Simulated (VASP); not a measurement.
Runs of VASP 6.6.1 on H22SO10. The cells are those of the table. 

```csv
cell,gap on the mesh (eV),pressure (GPa),largest force (eV/Å)
"a = 5.704 Å, 33 atoms",3.53,16.0,(b)
"a = 7.764 Å, 33 atoms",(a),-0.8,6.54
"a = 6.636 Å, 33 atoms",(d),5.0,3.32
"a = 6.226 Å, 33 atoms",(c),5.4,4.59
```

Alike in all rows: task single point; level PBE+D3(BJ); potentials or basis VASP PAW PBE potentials, release 64 (O, H, S); no spin polarisation; k mesh 1 × 1 × 1; cutoff (eV) 520; smearing fermi-dirac 0.02 eV.

Q: Estimate the missing entries.

A: (a) 3.35; (b) 4.45; (c) 3.56; (d) 3.97.

Caveats: all runs use coarse meshes.

A k mesh can miss the band edges.
